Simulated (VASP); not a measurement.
Set up this calculation in VASP 6.6.1, as the native input.

```yaml
Task: relaxation of cell and atoms
Functional: PBE
Potentials_or_basis: VASP PAW PBE potentials, release 64 (B, P)
Cutoff: 500 eV
k_mesh: 12 × 12 × 12
Occupations: gaussian, width 0.1 eV
Spin: no spin polarisation
Dipole_correction: no
Further_INCAR_settings: ALGO = Normal; EDIFF = 1e-07; IBRION = 2; EDIFFG = -0.01; NSW = 100; ISIF = 3
```

The structure of B3P lies in POSCAR:

```
B3P
1.0
    3.9794381149      0.0000000000      0.0000000000
   -1.9897190574      3.4462945003      0.0000000000
    0.0000000000      0.0000000000      3.8141345385
B P
3 1
Direct
    0.8583518536      0.1416481464      0.5000000000
    0.8583518536      0.7167037073      0.5000000000
    0.2832962927      0.1416481464      0.5000000000
    0.3333333333      0.6666666667      0.5000000000
```

These files were run (other wordings do the same):

INCAR

```
PREC = Accurate
ENCUT = 500
EDIFF = 1E-7
ISMEAR = 0
SIGMA = 0.1
LREAL = F
LASPH = T
NELM = 120
ALGO = Normal
ISIF = 3
LWAVE = F
LCHARG = F
GGA = PE
IBRION = 2
NSW = 100
EDIFFG = -0.01
GGA_COMPAT = F
NELMIN = 4
```

KPOINTS

```
Automatic mesh
0
Gamma
  12 12 12
```

Potentials or basis: VASP PAW PBE potentials, release 64 (B, P).

Run with:

```sh
$ cat potpaw_PBE.64/B/POTCAR potpaw_PBE.64/P/POTCAR > POTCAR
$ mpirun -np 1 vasp_std > vasp.out
```

It gave:

```yaml
Relaxed_volume: 12.42 Å³/atom
Relaxed_cell: a = 3.957 Å, b = 3.957 Å, c = 3.665 Å, α = 90.00°, β = 90.00°, γ = 120.00°
Space_group_after_relaxing_to_0.05_Å: P-6m2 (No. 187)
Energy_gained_by_relaxing: 1.5 meV/atom
Ionic_steps: 11
Pressure_after_relaxing: 0.0 GPa
Largest_force_after_relaxing: 0.005 eV/Å
Band_gap_on_the_k_mesh: zero (band 7 reaches 5.65 eV, above the bottom of band 8 at 2.77 eV)
```

Caveat: this functional lacks dispersion, which binds the layers, so the pressure and a relaxed spacing across them are unreliable.

It took 7.3 min on 1 thread of Intel(R) Xeon(R) Platinum 8259CL CPU @ 2.50GHz (Skylake/Cascade Lake) (shared host), peak memory 0.21 GiB.
